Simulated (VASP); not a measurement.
# HgTe (F-43m) in VASP: a series of runs

The runs below take HgTe through single point, with r2SCAN.

All numbers are computed with VASP 6.6.1; they aren't measurements. Logs are shortened: lines on timing, memory, paths and dates and some standing lists are left out, and cuts for length are marked.

## 1. The cell of the first run

It takes space group F-43m (No. 216, cubic). Conventional cell: a = 6.447 Å, b = 6.447 Å, c = 6.447 Å, α = 90.00°, β = 90.00°, γ = 90.00°. Hg (site symmetry -43m) has 4 Te at 2.79 Å within 3.7 Å. Te (site symmetry -43m) has 4 Hg at 2.79 Å within 3.7 Å.

## 2. Single point, r2SCAN

The input, POSCAR:

```
HgTe
1.0
    0.0000000000      3.2235000000      3.2235000000
    3.2235000000      0.0000000000      3.2235000000
    3.2235000000      3.2235000000      0.0000000000
Hg Te
1 1
Direct
    0.0000000000      0.0000000000      0.0000000000
    0.7500000000      0.7500000000      0.7500000000
```

The input, INCAR.step1:

```
  ALGO = Normal
  EDIFF = 1E-4
  ENCUT = 520
  GGA = PE
  ISMEAR = 0
  LASPH = True
  LCHARG = False
  LREAL = False
  LWAVE = True
  NBANDS = 16
  NELM = 60
  PREC = Accurate
  SIGMA = 0.15
```

The input, INCAR.step2:

```
  ALGO = Normal
  EDIFF = 1E-7
  ENCUT = 520
  ISIF = 2
  ISMEAR = 0
  ISTART = 1
  LASPH = True
  LCHARG = False
  LMIXTAU = True
  LREAL = False
  LWAVE = False
  METAGGA = R2SCAN
  NBANDS = 16
  NELM = 60
  PREC = Accurate
  SIGMA = 0.15
```

The input, KPOINTS:

```
k-points
0
Gamma
  14 14 14
```

Potentials or basis: VASP PAW PBE potentials, release 64 (Hg, Te).

Run with:

```
$ cat potpaw_PBE.64/Hg/POTCAR potpaw_PBE.64/Te/POTCAR > POTCAR
$ cp INCAR.step1 INCAR
$ mpirun -np 1 vasp_std > vasp.out
$ cp INCAR.step2 INCAR
$ mpirun -np 1 vasp_std > vasp.out
```

OUTCAR:

```text
EDIFF = 1E-7
   ENCUT = 520
   ISIF = 2
   ISMEAR = 0
   ISTART = 1
   LASPH = True
   LREAL = False
   METAGGA = R2SCAN
   NELM = 60
   PREC = Accurate

 ion  position               nearest neighbor table
   1  0.000  0.000  0.000-   2 2.79   2 2.79   2 2.79   2 2.79
   2  0.750  0.750  0.750-   1 2.79   1 2.79   1 2.79   1 2.79

  LATTYP: Found a face centered cubic cell.
 ALAT       =     6.4470000000

  Lattice vectors:

 A1 = (   0.0000000000,   3.2235000000,   3.2235000000)
 A2 = (   3.2235000000,   0.0000000000,   3.2235000000)
 A3 = (   3.2235000000,   3.2235000000,   0.0000000000)

Analysis of symmetry for initial positions (statically):
=====================================================================
 Subroutine PRICEL returns:
 Original cell was already a primitive cell.

 Routine SETGRP: Setting up the symmetry group for a
 face centered cubic supercell.

 Subroutine GETGRP returns: Found 24 space group operations
 (whereof 24 operations were pure point group operations)
 out of a pool of 48 trial point group operations.

The static configuration has the point symmetry T_d .

Analysis of symmetry for dynamics (positions and initial velocities):
=====================================================================
 Subroutine PRICEL returns:
 Original cell was already a primitive cell.

 Routine SETGRP: Setting up the symmetry group for a
 face centered cubic supercell.

 Subroutine GETGRP returns: Found 24 space group operations
 (whereof 24 operations were pure point group operations)
 out of a pool of 48 trial point group operations.

The dynamic configuration has the point symmetry T_d .

 Subroutine INISYM returns: Found 24 space group operations
 (whereof 24 operations are pure point group operations),
 and found     1 'primitive' translations

----------------------------------------------------------------------------------------

                                     Primitive cell

  volume of cell :      66.9905

  direct lattice vectors                    reciprocal lattice vectors
     0.000000000  3.223500000  3.223500000    -0.155110904  0.155110904  0.155110904
     3.223500000  0.000000000  3.223500000     0.155110904 -0.155110904  0.155110904
     3.223500000  3.223500000  0.000000000     0.155110904  0.155110904 -0.155110904

  length of vectors
[... 81 lines left out ...]
   NELM   =     60;   NELMIN=  2; NELMDL=  0     # of ELM steps
   EDIFF  = 0.1E-06   stopping-criterion for ELM
   LREAL  =      F    real-space projection
   EDIFFG = 0.1E-05   stopping-criterion for IOM
   NSW    =      0    number of steps for IOM
   IBRION =     -1    ionic relax: 0-MD 1-quasi-New 2-CG
   NFREE  =      0    steps in history (QN), initial steepest desc. (CG)
   ISIF   =      2    stress and relaxation
   ISYM   =      2    0-nonsym 1-usesym 2-fastsym
   POTIM  = 0.5000    time-step for ionic-motion
   TEBEG  =    0.0;   TEEND  =   0.0 temperature during run
   PSTRESS=    0.0 pullay stress
   NELECT =      18.0000    total number of electrons
   NUPDOWN=      -1.0000    fix difference up-down
   EMIN   =  10.00;   EMAX   =-10.00  energy-range for DOS
   EFERMI =   0.00;   METHOD = LEGACY
   ISMEAR =     0;   SIGMA  =   0.15  broadening in eV -4-tet -1-fermi 0-gaus
   EFERMI_NEDOS =   21; number of points for ismear=-14 and -15
   IALGO  =     38    algorithm
   IMIX   =      4    mixing-type and parameters
     AMIX     =   0.40;   BMIX     =  1.00
     AMIX_MAG =   1.60;   BMIX_MAG =  1.00
  volume/ion in A,a.u.               =      33.50       226.04
  Fermi-wavevector in a.u.,A,eV,Ry     =   1.056399  1.996305 15.183815  1.115979
  Thomas-Fermi vector in A             =   2.191633
   LORBIT       =      0    0 simple, 1 ext, 2 COOP (PROOUT), +10 PAW based schemes
   METAGGA = R2SCAN    functional components
   LHFCALC =     F    Hartree Fock is set to
   AEXX    =    0.0000 exact exchange contribution
   IVDW    =     0    specifies the selected vdW correction
   LEPSILON=     F    determine dielectric tensor
   LRPA    =     F    only Hartree local field effects (RPA)
 non-spin polarized calculation
 Gauss-broadening in eV      SIGMA  =   0.15
  energy-cutoff  :      520.00
  volume of cell :       66.99
 maximum number of plane-waves:      1829
 NGX is ok and might be reduce to    36
   NGX = 17   NGY = 17   NGZ = 17

 number of electron      18.0000001 magnetization

 Free energy of the ion-electron system (eV)
  ---------------------------------------------------
  ext. energy  EPLUGINS =         0.00000000
  ---------------------------------------------------
  free energy    TOTEN  =       -75.13059932 eV

  energy without entropy =      -75.13042804  energy(sigma->0) =      -75.13051368

 E-fermi :   3.0935     XC(G=0):  -9.3560

 val. band max:        2.9554408043   @ k =   0.0000   0.0000   0.0000
 cond. band min:       3.4847038777   @ k =   0.0714   0.0000   0.0000
 fundamental gap:      0.5292630735
 Fermi energy:         3.0934877704

 k-point     1 :       0.0000    0.0000    0.0000
  band No.  band energies     occupation
      1      -9.5152      2.00000
      2      -4.7366      2.00000
      3      -4.7366      2.00000
      4      -4.7366      2.00000
      5      -4.1520      2.00000
      6      -4.1520      2.00000
[... 433 lines left out ...]
      3      -4.6110      2.00000
      4      -4.5579      2.00000
      5      -4.1728      2.00000
      6      -4.1288      2.00000
[... 8 lines left out ...]
     15      12.4868      0.00000
     16      12.9090      0.00000

 [... further k-points ...]

------------------------ aborting loop because EDIFF is reached ----------------------------------------

  FORCE on cell =-STRESS in cart. coord.  units (eV):
  Direction    XX          YY          ZZ          XY          YZ          ZX
  --------------------------------------------------------------------------------------
  -------------------------------------------------------------------------------------
  Total        1.1581534      1.1581534      1.1581534      0.0000000      0.0000000      0.0000000
  in kB       27.6989728     27.6989728     27.6989728      0.0000000      0.0000000      0.0000000
  external PRESSURE =      27.6989728 kB  Pullay stress =       0.0000000 kB

 VOLUME and BASIS-vectors are now :
 -----------------------------------------------------------------------------
  energy-cutoff  :      520.00
  volume of cell :       66.99
      direct lattice vectors                 reciprocal lattice vectors
     0.000000000  3.223500000  3.223500000    -0.155110904  0.155110904  0.155110904
     3.223500000  0.000000000  3.223500000     0.155110904 -0.155110904  0.155110904
     3.223500000  3.223500000  0.000000000     0.155110904  0.155110904 -0.155110904

 POSITION                                       TOTAL-FORCE (eV/Angst)
 -----------------------------------------------------------------------------------
      0.00000      0.00000      0.00000         0.000000      0.000000      0.000000
      4.83525      4.83525      4.83525        -0.000000     -0.000000     -0.000000
 -----------------------------------------------------------------------------------
    total drift:                               -0.000000     -0.000000      0.000000

  FREE ENERGIE OF THE ION-ELECTRON SYSTEM (eV)
  ---------------------------------------------------
  free  energy   TOTEN  =       -75.1305993180 eV

  energy  without entropy=      -75.1304280424  energy(sigma->0) =      -75.13051368
```

Run time: 11 min. Hardware: 1 thread of AMD EPYC 7R43 (Zen 3), shared host; peak memory 0.26 GiB.

Results:

```
Free energy            : -75.1306 eV
Pressure               : 2.8 GPa
Band gap on the k mesh : zero (filled and empty bands touch)
```

Caveat: the PAW data sets were made with another functional, which shifts forces and pressure a little; spin-orbit coupling is left out, which moves the levels of the heavy elements.

## 3. Single point, r2SCAN

POSCAR is that of step 2.

The input, INCAR.step1:

```
SYSTEM = HgTe
  PREC = Accurate
  ENCUT = 520
  ISMEAR = 0
  SIGMA = 0.15
  LREAL = .False.
  LASPH = .True.
  NELM = 100
  NBANDS = 16
  GGA = PE
  ALGO = Normal
  EDIFF = 1E-4
  LWAVE = .True.
  LCHARG = .False.
```

The input, INCAR.step2:

```
SYSTEM = HgTe
  PREC = Accurate
  ENCUT = 520
  EDIFF = 1E-7
  ISMEAR = 0
  SIGMA = 0.15
  LREAL = .False.
  LASPH = .True.
  NELM = 100
  ALGO = Normal
  ISIF = 2
  LWAVE = .False.
  LCHARG = .False.
  METAGGA = R2SCAN
  LMIXTAU = .True.
  NBANDS = 16
  ISTART = 1
```

The input, KPOINTS:

```
regular mesh
0
Gamma
  14 14 14
  0 0 0
```

Potentials or basis: VASP PAW PBE potentials, release 64 (Hg, Te).

Run with:

```
$ cat potpaw_PBE.64/Hg/POTCAR potpaw_PBE.64/Te/POTCAR > POTCAR
$ cp INCAR.step1 INCAR
$ mpirun -np 1 vasp_std > vasp.out
$ cp INCAR.step2 INCAR
$ mpirun -np 1 vasp_std > vasp.out
```

Wall time 3.6 min (1 thread of Intel Xeon Platinum 8488C (Sapphire Rapids), shared host); peak memory 0.29 GiB.

The run converged. Its results:

- Free energy: -75.1306 eV
- Pressure: 2.8 GPa
- Band gap on the k mesh: zero (filled and empty bands touch)

Levels at points of the mesh, in eV from the Fermi level:
| k point | band 7 | band 8 | band 9 | band 10 | band 11 | band 12 |
| --- | --- | --- | --- | --- | --- | --- |
| (0.00, 0.00, 0.00) | -0.53 | -0.14 | -0.14 | -0.14 | 4.41 | 4.41 |
| (0.50, 0.00, 0.00) | -5.85 | -1.18 | -1.18 | 0.82 | 5.23 | 5.23 |
| (0.50, 0.50, 0.00) | -5.77 | -2.53 | -2.53 | 1.94 | 2.57 | 8.61 |

Caveat: the PAW data sets were made with another functional, which shifts forces and pressure a little; spin-orbit coupling is left out, which moves the levels of the heavy elements.
